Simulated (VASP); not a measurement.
Runs of VASP 6.6.1 on RbBr. It takes space group Fm-3m (No. 225, cubic). Conventional cell: a = 6.922 Å, b = 6.922 Å, c = 6.922 Å, α = 90.00°, β = 90.00°, γ = 90.00°. Rb (site symmetry m-3m) has 6 Br at 3.46 Å within 4.5 Å. Within 4.5 Å of Br (site symmetry m-3m) lie 6 Rb at 3.46 Å. 

```csv
level,share of exact exchange,screening parameter,gap on the mesh (eV),pressure (GPa)
PBE-based global hybrid with 50 % exact exchange,0.5,-,8.11,0.0
HSE06,0.25,0.2079 1/Å,(a),0.3
PBE-based screened hybrid with 30 % exact exchange,0.3,0.2078 1/Å,5.68,0.3
PBE-based screened hybrid with 75 % exact exchange,0.75,0.5 1/Å,(b),-0.1
```

Alike in all rows: task single point; potentials or basis VASP PAW PBE potentials, release 64 (Rb_sv, Br); no spin polarisation; cell as given; k mesh 4 × 4 × 4; cutoff (eV) 520; smearing gaussian 0.01 eV.

Question: Estimate the missing entries.

Answer: (a) 5.44; (b) 6.08.

Caveats: the PAW data sets were made with another functional, which shifts forces and pressure a little.

A k mesh can miss the band edges, and the runs leave out spin-orbit coupling on Br, Rb.
